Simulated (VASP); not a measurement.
# SnO2 (Fm-3m) in VASP: a series of runs, part 3 of 3

VASP 6.6.1.

### 5 Single point, PBE

This run uses another cell than the first one, of 10.22 Å³/atom, 1.060 times its volume.

INCAR reads:

```
SYSTEM = SnO2
PREC = Accurate ; ENCUT = 600
EDIFF = 1E-6 ; ISMEAR = 0
SIGMA = 0.01 ; LREAL = .FALSE.
LASPH = .TRUE. ; NELM = 120
ALGO = Normal ; ISIF = 2
LWAVE = .FALSE. ; LCHARG = .FALSE.
GGA = PE ; NBANDS = 20
GGA_COMPAT = .FALSE.
```

KPOINTS reads:

```
Automatic mesh
0
G
  4 4 4
  0 0 0
```

POSCAR reads:

```
SnO2
1.0
    0.0000000000      2.4844140900      2.4844140900
    2.4844140900      0.0000000000      2.4844140900
    2.4844140900      2.4844140900      0.0000000000
Sn O
1 2
Direct
    0.0000000000      0.0000000000      0.0000000000
    0.2500000000      0.2500000000      0.2500000000
    0.7500000000      0.7500000000      0.7500000000
```

Potentials or basis: VASP PAW PBE potentials, release 64 (Sn_d, O).

Command:

```bash
$ cat potpaw_PBE.64/Sn_d/POTCAR potpaw_PBE.64/O/POTCAR > POTCAR
$ mpirun -np 1 vasp_std > vasp.out
```

OUTCAR:

```text
SYSTEM = SnO2
   PREC = Accurate
   ENCUT = 600
   EDIFF = 1E-6
   ISMEAR = 0
   LREAL = .FALSE.
   LASPH = .TRUE.
   NELM = 120
   ISIF = 2
   GGA = PE

 ion  position               nearest neighbor table
   1  0.000  0.000  0.000-   2 2.15   3 2.15   3 2.15   3 2.15   3 2.15   2 2.15   2 2.15   2 2.15

   2  0.250  0.250  0.250-   1 2.15   1 2.15   1 2.15   1 2.15
   3  0.750  0.750  0.750-   1 2.15   1 2.15   1 2.15   1 2.15

  LATTYP: Found a face centered cubic cell.
 ALAT       =     4.9688281800

  Lattice vectors:

 A1 = (   0.0000000000,   2.4844140900,   2.4844140900)
 A2 = (   2.4844140900,   0.0000000000,   2.4844140900)
 A3 = (   2.4844140900,   2.4844140900,   0.0000000000)

Analysis of symmetry for initial positions (statically):
=====================================================================
 Subroutine PRICEL returns:
 Original cell was already a primitive cell.

 Routine SETGRP: Setting up the symmetry group for a
 face centered cubic supercell.

 Subroutine GETGRP returns: Found 48 space group operations
 (whereof 48 operations were pure point group operations)
 out of a pool of 48 trial point group operations.

The static configuration has the point symmetry O_h .

Analysis of symmetry for dynamics (positions and initial velocities):
=====================================================================
 Subroutine PRICEL returns:
 Original cell was already a primitive cell.

 Routine SETGRP: Setting up the symmetry group for a
 face centered cubic supercell.

 Subroutine GETGRP returns: Found 48 space group operations
 (whereof 48 operations were pure point group operations)
 out of a pool of 48 trial point group operations.

The dynamic configuration has the point symmetry O_h .

 Subroutine INISYM returns: Found 48 space group operations
[... 95 lines left out ...]
   EMIN   =  10.00;   EMAX   =-10.00  energy-range for DOS
   EFERMI =   0.00;   METHOD = LEGACY
   ISMEAR =     0;   SIGMA  =   0.01  broadening in eV -4-tet -1-fermi 0-gaus
   EFERMI_NEDOS =   21; number of points for ismear=-14 and -15
   IALGO  =     38    algorithm
   IMIX   =      4    mixing-type and parameters
     AMIX     =   0.40;   BMIX     =  1.00
     AMIX_MAG =   1.60;   BMIX_MAG =  1.00
  volume/ion in A,a.u.               =      10.22        68.99
  Fermi-wavevector in a.u.,A,eV,Ry     =   1.549406  2.927953 32.662958  2.400660
  Thomas-Fermi vector in A             =   2.654218
   LORBIT       =      0    0 simple, 1 ext, 2 COOP (PROOUT), +10 PAW based schemes
   GGA     = PE    functional components
   LHFCALC =     F    Hartree Fock is set to
   AEXX    =    0.0000 exact exchange contribution
   IVDW    =     0    specifies the selected vdW correction
   LEPSILON=     F    determine dielectric tensor
   LRPA    =     F    only Hartree local field effects (RPA)
 non-spin polarized calculation
 Gauss-broadening in eV      SIGMA  =   0.01
  energy-cutoff  :      600.00
  volume of cell :       30.67
 maximum number of plane-waves:      1036
   NGX = 13   NGY = 13   NGZ = 13

 number of electron      26.0000011 magnetization

 Free energy of the ion-electron system (eV)
  ---------------------------------------------------
  ext. energy  EPLUGINS =         0.00000000
  ---------------------------------------------------
  free energy    TOTEN  =       -17.65744802 eV

  energy without entropy =      -17.65744802  energy(sigma->0) =      -17.65744802

 E-fermi :   9.0573     XC(G=0): -12.2480

 val. band max:        8.9332013210   @ k =  -0.2500   0.5000   0.2500
 cond. band min:       9.8141983084   @ k =   0.0000   0.0000   0.0000
 fundamental gap:      0.8809969874
 Fermi energy:         9.0572571835

 k-point     1 :       0.0000    0.0000    0.0000
  band No.  band energies     occupation
      1     -11.6544      2.00000
      2     -11.6544      2.00000
      3     -11.6544      2.00000
      4     -11.4445      2.00000
      5     -11.4445      2.00000
      6     -11.3800      2.00000
[... 173 lines left out ...]
     19      26.3015      0.00000
     20      27.9917      0.00000

------------------------ aborting loop because EDIFF is reached ----------------------------------------

  FORCE on cell =-STRESS in cart. coord.  units (eV):
  Direction    XX          YY          ZZ          XY          YZ          ZX
  --------------------------------------------------------------------------------------
  -------------------------------------------------------------------------------------
  Total        4.8369181      4.8369181      4.8369181      0.0000000      0.0000000      0.0000000
  in kB      252.6837822    252.6837822    252.6837822      0.0000000      0.0000000      0.0000000
  external PRESSURE =     252.6837822 kB  Pullay stress =       0.0000000 kB

 VOLUME and BASIS-vectors are now :
 -----------------------------------------------------------------------------
  energy-cutoff  :      600.00
  volume of cell :       30.67
      direct lattice vectors                 reciprocal lattice vectors
     0.000000000  2.484414090  2.484414090    -0.201254695  0.201254695  0.201254695
     2.484414090  0.000000000  2.484414090     0.201254695 -0.201254695  0.201254695
     2.484414090  2.484414090  0.000000000     0.201254695  0.201254695 -0.201254695

 POSITION                                       TOTAL-FORCE (eV/Angst)
 -----------------------------------------------------------------------------------
      0.00000      0.00000      0.00000        -0.000000      0.000000      0.000000
      1.24221      1.24221      1.24221         0.000000      0.000000      0.000000
      3.72662      3.72662      3.72662        -0.000000     -0.000000     -0.000000
 -----------------------------------------------------------------------------------
    total drift:                                0.000000      0.000000      0.000000

  FREE ENERGIE OF THE ION-ELECTRON SYSTEM (eV)
  ---------------------------------------------------
  free  energy   TOTEN  =       -17.6574480242 eV

  energy  without entropy=      -17.6574480242  energy(sigma->0) =      -17.65744802
```

OSZICAR:

```text
N       E                     dE             d eps       ncg     rms          rms(c)
DAV:   1     0.255077664822E+03    0.25508E+03   -0.14213E+04   340   0.227E+03
DAV:   2     0.766603059669E+01   -0.24741E+03   -0.23103E+03   328   0.530E+02
DAV:   3    -0.202305288656E+02   -0.27897E+02   -0.27575E+02   348   0.147E+02
DAV:   4    -0.209681737072E+02   -0.73764E+00   -0.73683E+00   360   0.237E+01
DAV:   5    -0.209823979972E+02   -0.14224E-01   -0.14222E-01   400   0.352E+00    0.114E+01
DAV:   6    -0.176451313837E+02    0.33373E+01   -0.10868E+01   464   0.561E+01    0.413E+00
DAV:   7    -0.176727042724E+02   -0.27573E-01   -0.72379E-01   352   0.608E+00    0.202E+00
DAV:   8    -0.176585630323E+02    0.14141E-01   -0.55747E-02   364   0.279E+00    0.377E-01
DAV:   9    -0.176569888449E+02    0.15742E-02   -0.96956E-03   440   0.178E+00    0.835E-02
DAV:  10    -0.176574305846E+02   -0.44174E-03   -0.11546E-03   332   0.269E-01    0.230E-02
DAV:  11    -0.176574468021E+02   -0.16217E-04   -0.28670E-05   376   0.445E-02    0.113E-02
DAV:  12    -0.176574478415E+02   -0.10394E-05   -0.54575E-06   324   0.269E-02    0.288E-03
DAV:  13    -0.176574480242E+02   -0.18268E-06   -0.22098E-07   260   0.414E-03
   1 F= -.17657448E+02 E0= -.17657448E+02  d E =-.769301E-70
```

stdout:

```text
POSCAR found type information on POSCAR SnO
 POSCAR found :  2 types and       3 ions
 scaLAPACK will be used
 LDA part: xc-table for (Slater+PW92), standard interpolation
 POSCAR, INCAR and KPOINTS ok, starting setup
 FFT: planning ... GRIDC
 FFT: planning ... GRID_SOFT
 FFT: planning ... GRID
 WAVECAR not read
 entering main loop
```

Run time: 4.4 s. Hardware: 1 thread of AMD EPYC 9R45 (Zen 5), shared host; peak memory 0.12 GiB.

What came out:

```
Free energy            : -17.6574 eV
Pressure               : 25.3 GPa
Band gap on the k mesh : 0.88 eV, indirect (least direct gap 2.41 eV)
```

Levels at points of the mesh, in eV from the valence-band top:
```csv
k point,band 10,band 11,band 12,band 13,band 14,band 15,band 16,band 17
"(0.00, 0.00, 0.00)",-3.12,-1.53,-1.53,-1.53,0.88,7.31,7.31,7.31
"(0.50, 0.00, 0.00)",-3.70,-3.70,-2.29,-2.29,5.47,8.29,10.99,10.99
"(0.50, 0.50, 0.00)",-5.98,-0.22,-0.22,-0.18,3.58,7.78,10.21,13.02
```

Caveat: the k points lie up to 0.55 Å⁻¹ apart; spin-orbit coupling is left out, which moves the levels of the heavy elements.

### 6 Summary

```tsv
cell	gap on the mesh (eV)	pressure (GPa)
a = 3.446 Å, angles 60.0°, 3 atoms	1.52	45.4
a = 3.376 Å, angles 60.0°, 3 atoms	2.24	72.5
a = 3.513 Å, angles 60.0°, 3 atoms	0.88	25.3
```

Alike in all rows: task single point; level PBE; potentials or basis VASP PAW PBE potentials, release 64 (Sn_d, O); no spin polarisation; k mesh 4 × 4 × 4; cutoff (eV) 600; smearing gaussian 0.01 eV.

Caveats: all runs use coarse meshes; spin-orbit coupling is left out, which moves the levels of the heavy elements.

Total energies depend on the potentials used, so only differences within one code and one set of settings carry meaning.
